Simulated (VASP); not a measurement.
# LiH (Fm-3m) in VASP: a series of runs

The runs below take LiH through single point, with LDA, PBE.

All numbers are computed with VASP 6.6.1; they aren't measurements. Logs are shortened: lines on timing, memory, paths and dates and some standing lists are left out, and cuts for length are marked.

**1. The cell of the first run**

The structure is cubic, space group Fm-3m (No. 225). The conventional cell has a = 3.910 Å, b = 3.910 Å, c = 3.910 Å, α = 90.00°, β = 90.00°, γ = 90.00°. Li (site symmetry m-3m) has 6 H at 1.96 Å within 2.6 Å. Within 2.6 Å of H (site symmetry m-3m) lie 6 Li at 1.96 Å.

**2. Single point, LDA**

File INCAR:

```
SYSTEM = LiH
PREC = Accurate
ENCUT = 520
EDIFF = 1E-6
ISMEAR = -1
SIGMA = 0.02
LREAL = .False.
LASPH = .True.
NELM = 100
ALGO = Normal
ISIF = 2
LWAVE = .False.
LCHARG = .False.
GGA = CA
NBANDS = 9
```

File KPOINTS:

```
Automatic mesh
0
Gamma
  10 10 10
  0 0 0
```

File POSCAR:

```
LiH
1.0
    0.0000000000      1.9550133423      1.9550133423
    1.9550133423      0.0000000000      1.9550133423
    1.9550133423      1.9550133423      0.0000000000
Li H
1 1
Direct
    0.0000000000      0.0000000000      0.0000000000
    0.5000000000      0.5000000000      0.5000000000
```

Potentials or basis: VASP PAW LDA potentials, release 64 (Li_sv, H).

On the command line:

```console
> cat potpaw_LDA.64/Li_sv/POTCAR potpaw_LDA.64/H/POTCAR > POTCAR
> mpirun -np 1 vasp_std > vasp.out
```

OUTCAR:

```text
SYSTEM = LiH
   PREC = Accurate
   ENCUT = 520
   EDIFF = 1E-6
   ISMEAR = -1
   LREAL = .False.
   LASPH = .True.
   NELM = 100
   ISIF = 2
   GGA = CA

 ion  position               nearest neighbor table
   1  0.000  0.000  0.000-
   2  0.500  0.500  0.500-

  LATTYP: Found a face centered cubic cell.
 ALAT       =     3.9100266846

  Lattice vectors:

 A1 = (   0.0000000000,   1.9550133423,   1.9550133423)
 A2 = (   1.9550133423,   0.0000000000,   1.9550133423)
 A3 = (   1.9550133423,   1.9550133423,   0.0000000000)

Analysis of symmetry for initial positions (statically):
=====================================================================
 Subroutine PRICEL returns:
 Original cell was already a primitive cell.

 Routine SETGRP: Setting up the symmetry group for a
 face centered cubic supercell.

 Subroutine GETGRP returns: Found 48 space group operations
 (whereof 48 operations were pure point group operations)
 out of a pool of 48 trial point group operations.

The static configuration has the point symmetry O_h .

Analysis of symmetry for dynamics (positions and initial velocities):
=====================================================================
 Subroutine PRICEL returns:
 Original cell was already a primitive cell.

 Routine SETGRP: Setting up the symmetry group for a
 face centered cubic supercell.

 Subroutine GETGRP returns: Found 48 space group operations
 (whereof 48 operations were pure point group operations)
 out of a pool of 48 trial point group operations.

The dynamic configuration has the point symmetry O_h .

 Subroutine INISYM returns: Found 48 space group operations
 (whereof 48 operations are pure point group operations),
 and found     1 'primitive' translations

----------------------------------------------------------------------------------------

                                     Primitive cell

  volume of cell :      14.9444

  direct lattice vectors                    reciprocal lattice vectors
     0.000000000  1.955013342  1.955013342    -0.255752730  0.255752730  0.255752730
     1.955013342  0.000000000  1.955013342     0.255752730 -0.255752730  0.255752730
     1.955013342  1.955013342  0.000000000     0.255752730  0.255752730 -0.255752730

  length of vectors
[... 84 lines left out ...]
   EDIFFG = 0.1E-04   stopping-criterion for IOM
   NSW    =      0    number of steps for IOM
   IBRION =     -1    ionic relax: 0-MD 1-quasi-New 2-CG
   NFREE  =      0    steps in history (QN), initial steepest desc. (CG)
   ISIF   =      2    stress and relaxation
   ISYM   =      2    0-nonsym 1-usesym 2-fastsym
   POTIM  = 0.5000    time-step for ionic-motion
   TEBEG  =    0.0;   TEEND  =   0.0 temperature during run
   PSTRESS=    0.0 pullay stress
   NELECT =       4.0000    total number of electrons
   NUPDOWN=      -1.0000    fix difference up-down
   EMIN   =  10.00;   EMAX   =-10.00  energy-range for DOS
   EFERMI =   0.00;   METHOD = LEGACY
   ISMEAR =    -1;   SIGMA  =   0.02  broadening in eV -4-tet -1-fermi 0-gaus
   EFERMI_NEDOS =   21; number of points for ismear=-14 and -15
   IALGO  =     38    algorithm
   IMIX   =      4    mixing-type and parameters
     AMIX     =   0.40;   BMIX     =  1.00
     AMIX_MAG =   1.60;   BMIX_MAG =  1.00
  volume/ion in A,a.u.               =       7.47        50.42
  Fermi-wavevector in a.u.,A,eV,Ry     =   1.055039  1.993734 15.144739  1.113107
  Thomas-Fermi vector in A             =   2.190222
   LORBIT       =      0    0 simple, 1 ext, 2 COOP (PROOUT), +10 PAW based schemes
   GGA     = CA    functional components
   LHFCALC =     F    Hartree Fock is set to
   AEXX    =    0.0000 exact exchange contribution
   IVDW    =     0    specifies the selected vdW correction
   LEPSILON=     F    determine dielectric tensor
   LRPA    =     F    only Hartree local field effects (RPA)
 non-spin polarized calculation
  energy-cutoff  :      520.00
  volume of cell :       14.94
 maximum number of plane-waves:       411
 NGX is ok and might be reduce to    24
   NGX = 11   NGY = 11   NGZ = 11

 number of electron       4.0000002 magnetization

 Free energy of the ion-electron system (eV)
  ---------------------------------------------------
  ext. energy  EPLUGINS =         0.00000000
  ---------------------------------------------------
  free energy    TOTEN  =        -6.49632421 eV

  energy without entropy =       -6.49632421  energy(sigma->0) =       -6.49632421

 E-fermi :   1.0625     XC(G=0):  -9.0552

 val. band max:        0.5834771531   @ k =   0.5000   0.5000   0.0000
 cond. band min:       3.1144995941   @ k =   0.5000   0.5000   0.0000
 fundamental gap:      2.5310224410
 Fermi energy:         1.0624573746

 k-point     1 :       0.0000    0.0000    0.0000
  band No.  band energies     occupation
      1     -42.8416      2.00000
      2      -5.2591      2.00000
      3      17.6961      0.00000
      4      18.7400      0.00000
      5      18.7400      0.00000
      6      18.7400      0.00000
      7      23.7235      0.00000
      8      23.7235      0.00000
      9      23.7235      0.00000
[... 265 lines left out ...]
 k-point    24 :       0.4000    0.3000    0.0000
  band No.  band energies     occupation
      1     -42.7686      2.00000
      2      -2.0349      2.00000
      3       7.2584      0.00000
      4      11.0192      0.00000
      5      12.3620      0.00000
      6      17.1283      0.00000
      7      18.7104      0.00000
      8      31.3462      0.00000
      9      31.6029      0.00000

 [... further k-points ...]

------------------------ aborting loop because EDIFF is reached ----------------------------------------

  FORCE on cell =-STRESS in cart. coord.  units (eV):
  Direction    XX          YY          ZZ          XY          YZ          ZX
  --------------------------------------------------------------------------------------
  -------------------------------------------------------------------------------------
  Total       -0.0236211     -0.0236211     -0.0236211     -0.0000000      0.0000000      0.0000000
  in kB       -2.5324008     -2.5324008     -2.5324008     -0.0000000      0.0000000      0.0000000
  external PRESSURE =      -2.5324008 kB  Pullay stress =       0.0000000 kB

 VOLUME and BASIS-vectors are now :
 -----------------------------------------------------------------------------
  energy-cutoff  :      520.00
  volume of cell :       14.94
      direct lattice vectors                 reciprocal lattice vectors
     0.000000000  1.955013342  1.955013342    -0.255752730  0.255752730  0.255752730
     1.955013342  0.000000000  1.955013342     0.255752730 -0.255752730  0.255752730
     1.955013342  1.955013342  0.000000000     0.255752730  0.255752730 -0.255752730

 POSITION                                       TOTAL-FORCE (eV/Angst)
 -----------------------------------------------------------------------------------
      0.00000      0.00000      0.00000        -0.000000      0.000000      0.000000
      1.95501      1.95501      1.95501         0.000000      0.000000      0.000000
 -----------------------------------------------------------------------------------
    total drift:                                0.000000     -0.000000     -0.000000

  FREE ENERGIE OF THE ION-ELECTRON SYSTEM (eV)
  ---------------------------------------------------
  free  energy   TOTEN  =        -6.4963242120 eV

  energy  without entropy=       -6.4963242120  energy(sigma->0) =       -6.49632421
```

stdout:

```text
POSCAR found type information on POSCAR LiH
 POSCAR found :  2 types and       2 ions
 scaLAPACK will be used
 LDA part: xc-table for (Slater(with rela. corr.)+CA(PZ))
 , standard interpolation
 POSCAR, INCAR and KPOINTS ok, starting setup
 FFT: planning ... GRIDC
 FFT: planning ... GRID_SOFT
 FFT: planning ... GRID
 WAVECAR not read
 entering main loop
```

It took 7.8 s on 1 thread of Intel Xeon 8259CL, shared host; peak memory 0.12 GiB.

What came out:

```yaml
Free_energy: -6.4963 eV
Band_gap_on_the_k_mesh: 2.53 eV
```

Levels at points of the mesh, in eV from the valence-band top:
```tsv
k point	band 1	band 2	band 3	band 4	band 5	band 6
(0.00, 0.00, 0.00)	-43.43	-5.84	17.11	18.16	18.16	18.16
(0.50, 0.00, 0.00)	-43.36	-3.00	4.82	14.18	16.64	16.64
(0.50, 0.50, 0.00)	-43.33	0.00	2.53	10.74	10.74	14.11
```

Caveat: the cutoff is under 1.25 times the usual one of these potentials, so pressure, stress and relaxed cells hold a basis-set (Pulay) error. A k mesh can miss the band edges.

**3. Single point, PBE**

This run uses another cell than the first one, of 8.04 Å³/atom.

File INCAR:

```
SYSTEM = LiH
ALGO = Normal
EDIFF = 1E-6
ENCUT = 520
GGA = PE
ISIF = 2
ISMEAR = -1
LASPH = .TRUE.
LCHARG = .FALSE.
LREAL = .FALSE.
LWAVE = .FALSE.
NBANDS = 9
NELM = 80
PREC = Accurate
SIGMA = 0.02
```

File KPOINTS:

```
k-points
0
G
  10 10 10
  0 0 0
```

File POSCAR:

```
LiH
1.0
    0.0000000000      2.0033988197      2.0033988197
    2.0033988197      0.0000000000      2.0033988197
    2.0033988197      2.0033988197      0.0000000000
Li H
1 1
Direct
    0.0000000000      0.0000000000      0.0000000000
    0.5000000000      0.5000000000      0.5000000000
```

Potentials or basis: VASP PAW PBE potentials, release 64 (Li_sv, H).

On the command line:

```console
> cat potpaw_PBE.64/Li_sv/POTCAR potpaw_PBE.64/H/POTCAR > POTCAR
> mpirun -np 1 vasp_std > vasp.out
```

OUTCAR:

```text
SYSTEM = LiH
   EDIFF = 1E-6
   ENCUT = 520
   GGA = PE
   ISIF = 2
   ISMEAR = -1
   LASPH = .TRUE.
   LREAL = .FALSE.
   NELM = 80
   PREC = Accurate

 ion  position               nearest neighbor table
   1  0.000  0.000  0.000-
   2  0.500  0.500  0.500-

  LATTYP: Found a face centered cubic cell.
 ALAT       =     4.0067976394

  Lattice vectors:

 A1 = (   0.0000000000,   2.0033988197,   2.0033988197)
 A2 = (   2.0033988197,   0.0000000000,   2.0033988197)
[... 473 lines left out ...]
------------------------ aborting loop because EDIFF is reached ----------------------------------------

  FORCE on cell =-STRESS in cart. coord.  units (eV):
  Direction    XX          YY          ZZ          XY          YZ          ZX
  --------------------------------------------------------------------------------------
  -------------------------------------------------------------------------------------
  Total       -0.0243947     -0.0243947     -0.0243947      0.0000000     -0.0000000      0.0000000
  in kB       -2.4303731     -2.4303731     -2.4303731      0.0000000     -0.0000000      0.0000000
  external PRESSURE =      -2.4303731 kB  Pullay stress =       0.0000000 kB

 VOLUME and BASIS-vectors are now :
 -----------------------------------------------------------------------------
  energy-cutoff  :      520.00
  volume of cell :       16.08
      direct lattice vectors                 reciprocal lattice vectors
     0.000000000  2.003398820  2.003398820    -0.249575868  0.249575868  0.249575868
     2.003398820  0.000000000  2.003398820     0.249575868 -0.249575868  0.249575868
     2.003398820  2.003398820  0.000000000     0.249575868  0.249575868 -0.249575868

 POSITION                                       TOTAL-FORCE (eV/Angst)
 -----------------------------------------------------------------------------------
      0.00000      0.00000      0.00000         0.000000      0.000000      0.000000
      2.00340      2.00340      2.00340        -0.000000      0.000000      0.000000
 -----------------------------------------------------------------------------------
    total drift:                                0.000000     -0.000000     -0.000000

  FREE ENERGIE OF THE ION-ELECTRON SYSTEM (eV)
  ---------------------------------------------------
  free  energy   TOTEN  =        -6.1270768525 eV

  energy  without entropy=       -6.1270768525  energy(sigma->0) =       -6.12707685
```

Wall time 8.2 s (1 thread of Intel Xeon 8259CL, shared host); peak memory 0.13 GiB.

What came out:

* Free energy: -6.1271 eV
* Band gap on the k mesh: 2.98 eV

Caveat: the cutoff is under 1.25 times the usual one of these potentials, so pressure, stress and relaxed cells hold a basis-set (Pulay) error. PBE gaps usually lie below the measured ones, often by a third to a half.
